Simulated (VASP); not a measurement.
# Ba3B2 (P-6m2) in VASP: a series of runs

Ba3B2 is run at these levels: PBE; tasks: single point, relaxation of cell and atoms.

Everything below comes from runs of VASP 6.6.1. Logs are shortened: lines on timing, memory, paths and dates and some standing lists are left out, and cuts for length are marked.

## Step 1: The cell of the first run

Symmetry: P-6m2, No. 187, hexagonal system. Conventional cell: a = 4.755 Å, b = 4.755 Å, c = 5.898 Å, α = 90.00°, β = 90.00°, γ = 120.00°. Ba (site symmetry 3m) has 5 Ba at 2.86 to 3.14 Å and 6 B at 3.09 to 3.14 Å within 3.8 Å. Within 3.6 Å of Ba (site symmetry -6m2) lie 5 B at 2.75 to 2.95 Å and 6 Ba at 3.14 Å. B (site symmetry -6m2) has 8 Ba at 2.95 to 3.09 Å and 6 B at 4.03 Å within 4.1 Å. B (site symmetry -6m2) has 9 Ba at 2.75 to 3.14 Å within 3.6 Å.

The cell was generated, and may not be a known phase.

## Step 2: Single point, PBE

File INCAR:

```
SYSTEM = Ba3B2
ALGO = Fast
EDIFF = 1E-6
ENCUT = 520
GGA = PE
ISIF = 2
ISMEAR = 0
LASPH = .TRUE.
LCHARG = .TRUE.
LELF = .TRUE.
LREAL = .FALSE.
LVHAR = .TRUE.
LWAVE = .FALSE.
NBANDS = 26
NELM = 60
PREC = Accurate
SIGMA = 0.1
```

File KPOINTS:

```
k-points
0
G
  6 6 4
  0 0 0
```

File POSCAR:

```
Ba3B2
1.0
    4.7549931700      0.0000000000      0.0000000000
   -2.3774965900      4.1179448800      0.0000000000
    0.0000000000      0.0000000000      5.8978280800
Ba B
3 2
Direct
    0.6666666700      0.3333333300      0.2422697800
    0.6666666700      0.3333333300      0.7577302200
    0.0000000000      0.0000000000      0.5000000000
    0.0000000000      0.0000000000      0.0000000000
    0.3333333300      0.6666666700      0.5000000000
```

Potentials or basis: VASP PAW PBE potentials, release 64 (Ba_sv, B).

Run with:

```bash
cat potpaw_PBE.64/Ba_sv/POTCAR potpaw_PBE.64/B/POTCAR > POTCAR
mpirun -np 1 vasp_std > vasp.out
```

OUTCAR:

```text
SYSTEM = Ba3B2
   EDIFF = 1E-6
   ENCUT = 520
   GGA = PE
   ISIF = 2
   ISMEAR = 0
   LASPH = .TRUE.
   LREAL = .FALSE.
   NELM = 60
   PREC = Accurate

 ion  position               nearest neighbor table
   1  0.667  0.333  0.242-   2 2.86   2 3.04   4 3.09   4 3.09   4 3.09   5 3.14   5 3.14   3 3.14
                             3 3.14   3 3.14   5 3.14
   2  0.667  0.333  0.758-   1 2.86   1 3.04   4 3.09   4 3.09   4 3.09   5 3.14   5 3.14   3 3.14
                             3 3.14   3 3.14   5 3.14
   3  0.000  0.000  0.500-   5 2.75   5 2.75   5 2.75   4 2.95   4 2.95   1 3.14   2 3.14   2 3.14
                             1 3.14   2 3.14   1 3.14
   4  0.000  0.000  0.000-   3 2.95   3 2.95   1 3.09   2 3.09   1 3.09   2 3.09   1 3.09   2 3.09

   5  0.333  0.667  0.500-   3 2.75   3 2.75   3 2.75   1 3.14   2 3.14   1 3.14   2 3.14   1 3.14
                             2 3.14

  LATTYP: Found a hexagonal cell.
 ALAT       =     4.7549931700
 C/A-ratio  =     1.2403441749

  Lattice vectors:

 A1 = (   4.7549931700,   0.0000000000,   0.0000000000)
 A2 = (  -2.3774965900,   4.1179448800,   0.0000000000)
 A3 = (   0.0000000000,   0.0000000000,   5.8978280800)

Analysis of symmetry for initial positions (statically):
=====================================================================
 Subroutine PRICEL returns:
 Original cell was already a primitive cell.

 Routine SETGRP: Setting up the symmetry group for a
 hexagonal supercell.

 Subroutine GETGRP returns: Found 12 space group operations
 (whereof 12 operations were pure point group operations)
 out of a pool of 24 trial point group operations.

The static configuration has the point symmetry D_3h.

Analysis of symmetry for dynamics (positions and initial velocities):
=====================================================================
 Subroutine PRICEL returns:
 Original cell was already a primitive cell.

 Routine SETGRP: Setting up the symmetry group for a
 hexagonal supercell.

 Subroutine GETGRP returns: Found 12 space group operations
 (whereof 12 operations were pure point group operations)
 out of a pool of 24 trial point group operations.

The dynamic configuration has the point symmetry D_3h.

 Subroutine INISYM returns: Found 12 space group operations
 (whereof 12 operations are pure point group operations),
[... 89 lines left out ...]
   PREC   = accura    normal or accurate (medium, high low for compatibility)
   ISTART =      0    job   : 0-new  1-cont  2-samecut
   ICHARG =      2    charge: 1-file 2-atom 10-const
   ISPIN  =      1    spin polarized calculation?
   LNONCOLLINEAR =      F non collinear calculations
   LSORBIT =      F    spin-orbit coupling
   LASPH  =      T    aspherical Exc in radial PAW
   ENCUT  =  520.0 eV  38.22 Ry    6.18 a.u.   8.84  8.84 10.97*2*pi/ulx,y,z
   NELM   =     60;   NELMIN=  2; NELMDL= -5     # of ELM steps
   EDIFF  = 0.1E-05   stopping-criterion for ELM
   LREAL  =      F    real-space projection
[... 7 lines left out ...]
   TEBEG  =    0.0;   TEEND  =   0.0 temperature during run
   PSTRESS=    0.0 pullay stress
   NELECT =      36.0000    total number of electrons
   NUPDOWN=      -1.0000    fix difference up-down
   EMIN   =  10.00;   EMAX   =-10.00  energy-range for DOS
   EFERMI =   0.00;   METHOD = LEGACY
   ISMEAR =     0;   SIGMA  =   0.10  broadening in eV -4-tet -1-fermi 0-gaus
   EFERMI_NEDOS =   21; number of points for ismear=-14 and -15
   IALGO  =     68    algorithm
   IMIX   =      4    mixing-type and parameters
     AMIX     =   0.40;   BMIX     =  1.00
     AMIX_MAG =   1.60;   BMIX_MAG =  1.00
  volume/ion in A,a.u.               =      23.10       155.87
  Fermi-wavevector in a.u.,A,eV,Ry     =   1.110030  2.097653 16.764652  1.232167
  Thomas-Fermi vector in A             =   2.246577
   LORBIT       =      0    0 simple, 1 ext, 2 COOP (PROOUT), +10 PAW based schemes
   GGA     = PE    functional components
   LHFCALC =     F    Hartree Fock is set to
   AEXX    =    0.0000 exact exchange contribution
   IVDW    =     0    specifies the selected vdW correction
   LEPSILON=     F    determine dielectric tensor
   LRPA    =     F    only Hartree local field effects (RPA)
 non-spin polarized calculation
 RMM-DIIS sequential band-by-band and
 Gauss-broadening in eV      SIGMA  =   0.10
  energy-cutoff  :      520.00
  volume of cell :      115.48
 maximum number of plane-waves:      3142
 NGX is ok and might be reduce to    36
   NGX = 17   NGY = 17   NGZ = 21

 number of electron      35.9999997 magnetization

 Free energy of the ion-electron system (eV)
  ---------------------------------------------------
  ext. energy  EPLUGINS =         0.00000000
  ---------------------------------------------------
  free energy    TOTEN  =       -11.07463122 eV

  energy without entropy =      -11.04714747  energy(sigma->0) =      -11.06088935

 E-fermi :   3.8874     XC(G=0):  -9.9740

 val. band max:        3.8844931244   @ k =   0.1667   0.1667   0.0000
 cond. band min:       3.9154754862   @ k =   0.5000   0.0000   0.2500
 fundamental gap:      0.0309823618
 Fermi energy:         3.8874298783

 k-point     1 :       0.0000    0.0000    0.0000
  band No.  band energies     occupation
      1     -25.0368      2.00000
      2     -23.6886      2.00000
      3     -23.4045      2.00000
      4     -12.3558      2.00000
      5     -10.6584      2.00000
      6     -10.6584      2.00000
[... 598 lines left out ...]
     25       7.9068      0.00000
     26       7.9417      0.00000

------------------------ aborting loop because EDIFF is reached ----------------------------------------

  FORCE on cell =-STRESS in cart. coord.  units (eV):
  Direction    XX          YY          ZZ          XY          YZ          ZX
  --------------------------------------------------------------------------------------
  -------------------------------------------------------------------------------------
  Total        8.1232730      8.1232730     21.0771037     -0.0000000     -0.0000000      0.0000000
  in kB      112.6987493    112.6987493    292.4145506     -0.0000001     -0.0000000      0.0000000
  external PRESSURE =     172.6040164 kB  Pullay stress =       0.0000000 kB

 VOLUME and BASIS-vectors are now :
 -----------------------------------------------------------------------------
  energy-cutoff  :      520.00
  volume of cell :      115.48
      direct lattice vectors                 reciprocal lattice vectors
     4.754993170  0.000000000  0.000000000     0.210305244  0.121419790  0.000000000
    -2.377496590  4.117944880  0.000000000     0.000000000  0.242839579  0.000000000
     0.000000000  0.000000000  5.897828080     0.000000000  0.000000000  0.169553942

 POSITION                                       TOTAL-FORCE (eV/Angst)
 -----------------------------------------------------------------------------------
      2.37750      1.37265      1.42887        -0.000000      0.000000     -0.611392
      2.37750      1.37265      4.46896         0.000000      0.000000      0.611392
      0.00000      0.00000      2.94891         0.000000     -0.000000     -0.000000
      0.00000      0.00000      0.00000         0.000000      0.000000     -0.000000
     -0.00000      2.74530      2.94891         0.000000     -0.000000     -0.000000
 -----------------------------------------------------------------------------------
    total drift:                               -0.000026      0.000015      0.000000

  FREE ENERGIE OF THE ION-ELECTRON SYSTEM (eV)
  ---------------------------------------------------
  free  energy   TOTEN  =       -11.0746312246 eV

  energy  without entropy=      -11.0471474659  energy(sigma->0) =      -11.06088935
```

stdout:

```text
POSCAR found type information on POSCAR BaB
 POSCAR found :  2 types and       5 ions
 scaLAPACK will be used
 LDA part: xc-table for (Slater+PW92), standard interpolation
 POSCAR, INCAR and KPOINTS ok, starting setup
 FFT: planning ... GRIDC
 FFT: planning ... GRID_SOFT
 FFT: planning ... GRID
 WAVECAR not read
 entering main loop
WARNING in EDDRMM: call to ZHEGV failed, returncode =   6  3     17
```

It took 41 s on 1 thread of Intel Xeon 6975P-C (Granite Rapids), shared host; peak memory 0.26 GiB.

Results:

```
Free energy            : -11.0746 eV
Pressure               : 17.3 GPa
Largest force          : 0.611 eV/Å
Band gap on the k mesh : zero (bands 18 and 19 overlap by 1.14 eV)
```

Forces on the atoms (eV/Å):
```
Ba   0.000  0.000 -0.611
Ba   0.000  0.000  0.611
Ba   0.000  0.000  0.000
B    0.000  0.000  0.000
B    0.000  0.000  0.000
```

Stress tensor (GPa, compression positive):
```
11.27  0.00  0.00
 0.00 11.27  0.00
 0.00  0.00 29.24
```

Caveat: the stress differs along the axes, from 11 to 29 GPa; spin-orbit coupling is left out, which moves the levels of the heavy elements.

## Step 3: Single point, PBE

This run uses another cell than the first one, of 32.20 Å³/atom.

File INCAR:

```
SYSTEM = Ba3B2
PREC = Accurate
ENCUT = 520
EDIFF = 1E-6
ISMEAR = 0
SIGMA = 0.1
LREAL = .False.
LASPH = .True.
NELM = 80
ALGO = Normal
ISIF = 2
LWAVE = .False.
LCHARG = .True.
GGA = PE
LELF = .True.
LVHAR = .True.
NBANDS = 26
```

File KPOINTS:

```
Automatic mesh
0
Gamma
  6 6 4
  0 0 0
```

File POSCAR:

```
Ba3B2
1.0
    4.6579907330      0.0000000028      0.0000000000
   -2.3289953689      4.0339383039      0.0000000000
    0.0000000000      0.0000000000      8.5684684363
Ba B
3 2
Direct
    0.6666666667      0.3333333333      0.2035776490
    0.6666666667      0.3333333333      0.7964223510
    0.0000000000      0.0000000000      0.5000000000
    0.0000000000      0.0000000000      0.0000000000
    0.3333333333      0.6666666667      0.5000000000
```

Potentials or basis: VASP PAW PBE potentials, release 64 (Ba_sv, B).

Run with:

```bash
cat potpaw_PBE.64/Ba_sv/POTCAR potpaw_PBE.64/B/POTCAR > POTCAR
mpirun -np 1 vasp_std > vasp.out
```

Wall time 64 s (1 thread of Intel Xeon 6975P-C (Granite Rapids), shared host); peak memory 0.31 GiB.

Results (log left out):

| Item | Value |
| --- | --- |
| Free energy | -14.3573 eV |
| Pressure | 0.6 GPa |
| Largest force | 0.012 eV/Å |
| Band gap on the k mesh | zero (bands 18 and 19 overlap by 0.41 eV) |

Forces in eV/Å, atoms in the order of the input:
```
Ba   0.000  0.000 -0.012
Ba   0.000  0.000  0.012
Ba   0.000  0.000  0.000
B    0.000  0.000  0.000
B    0.000  0.000  0.000
```

Stress tensor (GPa, compression positive):
```
0.61 0.00 0.00
0.00 0.61 0.00
0.00 0.00 0.47
```

Levels at points of the mesh, in eV from the Fermi level:
```csv
k point,band 14,band 15,band 16,band 17,band 18,band 19,band 20,band 21,band 22,band 23
"(0.00, 0.00, 0.00)",-5.00,-1.21,-1.03,-1.03,0.34,0.34,0.40,0.92,1.74,1.74
"(0.50, 0.00, 0.00)",-4.49,-1.17,-1.11,-0.19,0.05,0.25,1.17,1.21,2.10,2.37
"(0.00, 0.00, 0.50)",-5.18,-1.32,-0.89,-0.89,0.02,0.06,0.06,1.70,1.70,1.77
"(0.50, 0.00, 0.50)",-4.57,-1.15,-0.51,-0.43,-0.24,0.03,1.08,1.72,2.20,2.23
```

Caveat: spin-orbit coupling is left out, which moves the levels of the heavy elements.

## Step 4: Relaxation of cell and atoms, PBE

File INCAR:

```
ALGO     = Normal         # electronic algorithm
EDIFF    = 1E-6           # SCF threshold, eV
EDIFFG   = -0.04          # ionic threshold
ENCUT    = 600            # plane-wave cutoff, eV
GGA      = PE             # functional
IBRION   = 2              # ionic algorithm
ISIF     = 3              # what is computed and relaxed
ISMEAR   = 0              # smearing method
LASPH    = True           # aspherical terms in the spheres
LCHARG   = False          # write CHGCAR
LREAL    = False          # projectors in reciprocal space
LWAVE    = False          # write WAVECAR
NELM     = 100            # most SCF steps
NSW      = 90             # ionic steps
PREC     = Accurate       # precision mode
SIGMA    = 0.1            # smearing width, eV
```

File KPOINTS:

```
k-points
0
Gamma
  6 6 4
```

File POSCAR:

```
Ba3B2
1.0
    4.7549931700      0.0000000000      0.0000000000
   -2.3774965900      4.1179448800      0.0000000000
    0.0000000000      0.0000000000      5.8978280800
Ba B
3 2
Direct
    0.6666666700      0.3333333300      0.2422697800
    0.6666666700      0.3333333300      0.7577302200
    0.0000000000      0.0000000000      0.5000000000
    0.0000000000      0.0000000000      0.0000000000
    0.3333333300      0.6666666700      0.5000000000
```

Run with:

```bash
cat potpaw_PBE.64/Ba_sv/POTCAR potpaw_PBE.64/B/POTCAR > POTCAR
mpirun -np 1 vasp_std > vasp.out
```

It used 440 s of CPU time on 1 thread of Intel(R) Xeon(R) 6975P-C (Granite Rapids) (shared host).

It converged, with:

```
Free energy                           : -14.3555 eV
Relaxed volume                        : 32.93 Å³/atom
Relaxed cell                          : a = 4.682 Å, b = 4.682 Å, c = 8.675 Å, α = 90.00°, β = 90.00°, γ = 120.00°
Space group after relaxing (to 0.1 Å) : P-6m2 (No. 187)
Energy gained by relaxing             : 655.9 meV/atom
Ionic steps                           : 14
Pressure after relaxing               : 0.0 GPa
Largest force after relaxing          : 0.022 eV/Å
Band gap on the k mesh                : zero (bands 18 and 19 overlap by 0.42 eV)
```

Forces on the atoms (eV/Å):
```
Ba   0.000  0.000 -0.022
Ba   0.000  0.000  0.022
Ba   0.000  0.000  0.000
B    0.000  0.000  0.000
B    0.000  0.000  0.000
```

Stress tensor (GPa, compression positive):
```
 0.07  0.00  0.00
 0.00  0.07  0.00
 0.00  0.00 -0.05
```

Step by step:
```csv
step,energy change (eV),largest force (eV/Å),pressure (GPa),volume (Å³)
1,0.0000,0.6123,17.26,115.48
2,-2.4610,0.7533,-0.47,161.60
3,-2.4777,0.7295,-1.06,165.76
4,-2.4620,0.6740,-2.02,174.29
5,-2.4790,0.7083,-1.47,169.07
6,-2.8045,0.7259,-1.07,165.12
7,-3.1298,0.6647,0.44,157.48
8,-2.4239,0.3433,7.05,139.11
9,-3.1707,0.5747,1.24,154.54
10,-3.2501,0.3346,0.19,161.38
11,-3.2687,0.1843,-0.43,166.72
12,-3.2689,0.1733,-0.47,167.14
13,-3.2793,0.0463,-0.05,165.04
14,-3.2796,0.0221,0.03,164.66
```

Final structure:
```
CELL_PARAMETERS angstrom
4.68157 0.00000 0.00000
-2.34079 4.05436 0.00000
0.00000 0.00000 8.67513
ATOMIC_POSITIONS crystal
Ba 0.66667 0.33333 0.20289
Ba 0.66667 0.33333 0.79711
Ba 0.00000 0.00000 0.50000
B 0.00000 0.00000 0.00000
B 0.33333 0.66667 0.50000
```

Levels at points of the mesh, in eV from the Fermi level:
```csv
k point,band 14,band 15,band 16,band 17,band 18,band 19,band 20,band 21,band 22
"(0.00, 0.00, 0.00)",-5.00,-1.22,-0.98,-0.98,0.34,0.34,0.41,0.90,1.76
"(0.50, 0.00, 0.00)",-4.50,-1.17,-1.08,-0.20,0.06,0.23,1.16,1.17,2.09
"(0.00, 0.00, 0.50)",-5.18,-1.31,-0.85,-0.85,0.00,0.08,0.08,1.72,1.72
"(0.50, 0.00, 0.50)",-4.57,-1.14,-0.52,-0.43,-0.25,0.04,1.07,1.67,2.15
```

Caveat: the volume moved by over 15 % at a fixed basis, so the end points are rough; spin-orbit coupling is left out, which moves the levels of the heavy elements.

## Step 5: Single point, PBE

This run uses another cell than the first one, of 31.96 Å³/atom.

File INCAR:

```
ALGO = Fast
EDIFF = 1E-6
ENCUT = 520
GGA = PE
ISIF = 2
ISMEAR = 0
LASPH = T
LCHARG = T
LELF = T
LREAL = F
LVHAR = T
LWAVE = F
NBANDS = 26
NELM = 100
PREC = Accurate
SIGMA = 0.1
```

File KPOINTS:

```
k-points
0
Gamma
  12 12 6
```

File POSCAR:

```
Ba3B2
1.0
    4.6491039608      0.0000000000      0.0000000000
   -2.3245519804      4.0262421349      0.0000000000
    0.0000000000      0.0000000000      8.5367087143
Ba B
3 2
Direct
    0.6666666667      0.3333333333      0.2035811611
    0.6666666667      0.3333333333      0.7964188389
    0.0000000000      0.0000000000      0.5000000000
    0.0000000000      0.0000000000      0.0000000000
    0.3333333333      0.6666666667      0.5000000000
```

Run with:

```bash
cat potpaw_PBE.64/Ba_sv/POTCAR potpaw_PBE.64/B/POTCAR > POTCAR
mpirun -np 1 vasp_std > vasp.out
```

It used 260 s of CPU time on 1 thread of Intel(R) Xeon(R) 6975P-C (Granite Rapids), on a shared host.

It converged, with:

- Free energy: -14.3601 eV
- Pressure: 0.6 GPa
- Band gap on the k mesh: zero (bands 18 and 19 overlap by 0.42 eV)

Stress tensor (GPa, compression positive):
```
0.71 0.00 0.00
0.00 0.71 0.00
0.00 0.00 0.51
```

Levels at points of the mesh, in eV from the Fermi level:
| k point | band 16 | band 17 | band 18 | band 19 | band 20 | band 21 |
| --- | --- | --- | --- | --- | --- | --- |
| (0.00, 0.00, 0.00) | -1.06 | -1.06 | 0.31 | 0.31 | 0.39 | 0.91 |
| (0.50, 0.00, 0.00) | -1.13 | -0.21 | 0.02 | 0.25 | 1.16 | 1.22 |
| (0.00, 0.00, 0.50) | -0.92 | -0.92 | 0.02 | 0.03 | 0.03 | 1.68 |
| (0.50, 0.00, 0.50) | -0.51 | -0.45 | -0.25 | -0.01 | 1.07 | 1.71 |

Caveat: spin-orbit coupling is left out, which moves the levels of the heavy elements.

## Step 6: The runs side by side

```tsv
task	cell	k mesh	cutoff (eV)	gap on the mesh (eV)	pressure (GPa)	largest force (eV/Å)
single point	a = 4.755, b = 4.755, c = 5.898 Å, angles 90.0, 90.0, 120.0°, 5 atoms, atomic positions A	6 × 6 × 4	520	none	17.3	0.61
single point	a = 4.658, b = 4.658, c = 8.568 Å, angles 90.0, 90.0, 120.0°, 5 atoms, atomic positions B	6 × 6 × 4	520	none	0.6	0.01
relaxation of cell and atoms	relaxed from a = 4.755, b = 4.755, c = 5.898 Å, angles 90.0, 90.0, 120.0°, 5 atoms, atomic positions A	6 × 6 × 4	600	none	0.0	0.02
single point	a = 4.649, b = 4.649, c = 8.537 Å, angles 90.0, 90.0, 120.0°, 5 atoms, atomic positions B	12 × 12 × 6	520	none	0.6	-
```

Alike in all rows: level PBE; potentials or basis VASP PAW PBE potentials, release 64 (Ba_sv, B); no spin polarisation; smearing gaussian 0.1 eV.

Caveats: spin-orbit coupling is left out, which moves the levels of the heavy elements; the stress differs along the axes, from 11 to 29 GPa (at least some runs); the volume moved by over 15 % at a fixed basis, so the end points are rough (at least some runs).

Absolute energies hang on the potentials; compare differences alone.

The gap in the log of VASP goes by the Fermi energy; the results here count the filled bands.